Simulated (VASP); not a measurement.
**Ti: relaxation of cell and atoms with PBE**

The system is Ti.

```
Ti
1.0
     2.59498    0.00000    0.00000
    -1.29749    2.24732    0.00000
     0.00000    0.00000    4.22717
Ti
2
Direct
  0.33333 0.66667 0.25000
  0.66667 0.33333 0.75000
```

```json
{
  "Program": "VASP 6.6.1",
  "Task": "relaxation of cell and atoms",
  "Functional": "PBE",
  "Potentials or basis": "VASP PAW PBE potentials, release 64 (Ti_sv)",
  "Cutoff": "600 eV",
  "k mesh": "17 × 17 × 9",
  "Occupations": "fermi-dirac, width 0.1 eV",
  "Spin": "no spin polarisation",
  "Target pressure": "68 GPa",
  "Dipole correction": "no",
  "Further INCAR settings": "ALGO = Normal; EDIFF = 1e-07; IBRION = 2; EDIFFG = -0.005; NSW = 32; ISIF = 3"
}
```

```
Relaxed volume                                             : 12.27 Å³/atom
Relaxed cell                                               : a = 2.591 Å, b = 2.591 Å, c = 4.221 Å, α = 90.00°, β = 90.00°, γ = 120.00°
Space group after relaxing (to 0.1 Å)                      : P6_3/mmc (No. 194)
Energy change on relaxing (the run minimises the enthalpy) : +23.4 meV/atom
Ionic steps                                                : 3
Pressure after relaxing                                    : 68.0 GPa
Band gap on the k mesh                                     : zero (bands 12 and 13 overlap by 1.34 eV)
```

Stress tensor (GPa, compression positive):
```
67.96  0.00  0.00
 0.00 67.96  0.00
 0.00  0.00 68.04
```

Step by step:
```tsv
step	energy change (eV)	largest force (eV/Å)	pressure (GPa)	volume (Å³)
1	0.0000	0.0000	66.65	24.65
2	0.1591	0.0000	71.21	24.28
3	0.0467	0.0000	67.98	24.54
```

Final structure:
```cif
data_structure
_symmetry_space_group_name_H-M 'P 1'
_symmetry_Int_Tables_number 1
_cell_length_a 2.5912
_cell_length_b 2.5912
_cell_length_c 4.2205
_cell_angle_alpha 90.000
_cell_angle_beta 90.000
_cell_angle_gamma 120.000
_cell_volume 24.54
loop_
_atom_site_label
_atom_site_type_symbol
_atom_site_fract_x
_atom_site_fract_y
_atom_site_fract_z
_atom_site_occupancy
Ti1 Ti 0.33333 0.66667 0.25000 1
Ti2 Ti 0.66667 0.33333 0.75000 1
```

Levels at points of the mesh, in eV from the Fermi level:
```csv
k point,band 10,band 11,band 12,band 13,band 14,band 15
"(0.00, 0.00, 0.00)",-3.62,0.85,0.94,0.94,1.68,1.68
```

Wall time 81 s on 1 thread of Intel(R) Xeon(R) 6975P-C (Granite Rapids), on a shared host, peak memory 0.21 GiB.

Caveat: the cell is relaxed towards a set pressure, so the run minimises the enthalpy, not the energy.
